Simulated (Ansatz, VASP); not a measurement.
Two plane-wave programs on Ti

```
Ti
1.0
     5.71028    0.00000    0.00000
     0.00000    5.71028    0.00000
     0.00000    0.00000   25.58567
Ti
16
Direct
  0.25000 0.25000 0.31268
  0.25000 0.75000 0.31268
  0.75000 0.25000 0.31268
  0.75000 0.75000 0.31268
  0.50000 0.50000 0.39158
  0.50000 0.00000 0.39158
  0.00000 0.50000 0.39158
  0.00000 0.00000 0.39158
  0.75000 0.75000 0.46977
  0.75000 0.25000 0.47382
  0.25000 0.75000 0.47382
  0.25000 0.25000 0.47416
  0.00364 0.00364 0.55134
  0.00364 0.49636 0.55134
  0.49636 0.00364 0.55134
  0.49636 0.49636 0.55134
```

Alike in both runs: task single point; functional PBE; dispersion D3(BJ); k mesh 4 × 4 × 1; occupations gaussian, width 0.1 eV; no spin polarisation.

|  | VASP | Ansatz |
| --- | --- | --- |
| version | VASP 6.6.1 | Ansatz 0.2.0 |
| potentials or method | VASP PAW PBE potentials, release 64 (Ti_sv), cutoff 520 eV | scalar-relativistic, plane waves, PAW |
| valence electrons in the cell | 192 | 192 |

Ansatz gave:

```
gap on the k mesh at the Fermi level (eV) : none
rms of the force components (eV/Å)        : 0.282
```

Problem. Which values does VASP return?

Solution. gap on the k mesh at the Fermi level (eV): none; rms of the force components (eV/Å): 0.287.

Atom by atom the forces differ by 0.009 eV/Å (rms over components). A gap of «none» marks a metal or a gap that the smearing closes.
